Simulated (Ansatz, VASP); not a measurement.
# Two plane-wave programs on Cr

```
Cr
1.0
     4.34607    0.00000    0.00000
    -2.17304    3.76381    0.00000
     0.00000    0.00000    2.34594
Cr
3
Direct
  0.00000 0.00000 0.00000
  0.33333 0.66667 0.50000
  0.66667 0.33333 0.50000
```

Alike in both runs: task single point; functional PBEsol; k mesh 10 × 10 × 16; occupations fermi-dirac, width 0.1 eV; no spin polarisation.

|  | VASP | Ansatz |
| --- | --- | --- |
| version | VASP 6.6.1 | Ansatz 0.2.0 |
| potentials or method | VASP PAW PBE potentials, release 64 (Cr_pv), cutoff 520 eV | plane waves (420 eV) with PAW, scalar-relativistic |
| valence electrons in the cell | 36 | 42 |

Ansatz gave:

```
pressure (GPa)                                                : -23.0
traceless stress, the component that is largest in VASP (GPa) : -0.83
```

Problem. Which values does VASP return?

Solution. Pressure (GPa): -23.3; traceless stress, the component that is largest in VASP (GPa): -0.96.

VASP's potentials were made for PBE, not for PBEsol, and Ansatz warns of the same on its side. The functional is the same, so the differences come from potentials, cutoffs and numerics. VASP's potentials hold 36 valence electrons a cell and Ansatz's 42, so a difference there can come from the potentials and not from the codes.
